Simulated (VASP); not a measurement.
A run of VASP 6.6.1 is set up as follows.

File INCAR:

```
ALGO     = Fast           # electronic algorithm
EDIFF    = 1E-7           # SCF threshold, eV
ENCUT    = 520            # plane-wave cutoff, eV
GGA      = PE             # functional
ISIF     = 2              # what is computed and relaxed
ISMEAR   = 0              # smearing method
LASPH    = T              # aspherical terms in the spheres
LCHARG   = F              # write CHGCAR
LREAL    = F              # projectors in reciprocal space
LWAVE    = F              # write WAVECAR
NBANDS   = 78             # bands
NELM     = 100            # most SCF steps
PREC     = Accurate       # precision mode
SIGMA    = 0.1            # smearing width, eV
```

File KPOINTS:

```
k-points
0
Gamma
  6 6 1
```

Contents of POSCAR:

```
TaRu4
1.0
    2.7648524286      0.0000000000      0.0000000000
   -1.3824262143      2.3944324409      0.0000000000
    0.0000000000      0.0000000000     22.2014931223
Ta Ru
2 8
Direct
    0.3333333333      0.6666666667      0.2500000000
    0.6666666667      0.3333333333      0.7500000000
    0.3333333333      0.6666666667      0.8568315857
    0.3333333333      0.6666666667      0.0474356646
    0.3333333333      0.6666666667      0.4525643354
    0.3333333333      0.6666666667      0.6431684143
    0.6666666667      0.3333333333      0.9525643354
    0.6666666667      0.3333333333      0.1431684143
    0.6666666667      0.3333333333      0.3568315857
    0.6666666667      0.3333333333      0.5474356646
```

Potentials or basis: VASP PAW PBE potentials, release 64 (Ta_pv, Ru_pv).

Run with:

```console
$ cat potpaw_PBE.64/Ta_pv/POTCAR potpaw_PBE.64/Ru_pv/POTCAR > POTCAR
$ mpirun -np 1 vasp_std > vasp.out
```

What does it give for the band gap on the k mesh?

Zero (bands 67 and 68 overlap by 2.12 eV).

What does it give for the largest force?

0.008 eV/Å.

What does it give for the pressure?

0.0 GPa.

Stress tensor (GPa, compression positive):
```
 0.04  0.00  0.00
 0.00  0.04  0.00
 0.00  0.00 -0.09
```

Caveat: the k points lie up to 0.44 Å⁻¹ apart, too coarse for converged energies and pressures of a metal; spin-orbit coupling is left out, which moves the levels of the heavy elements.
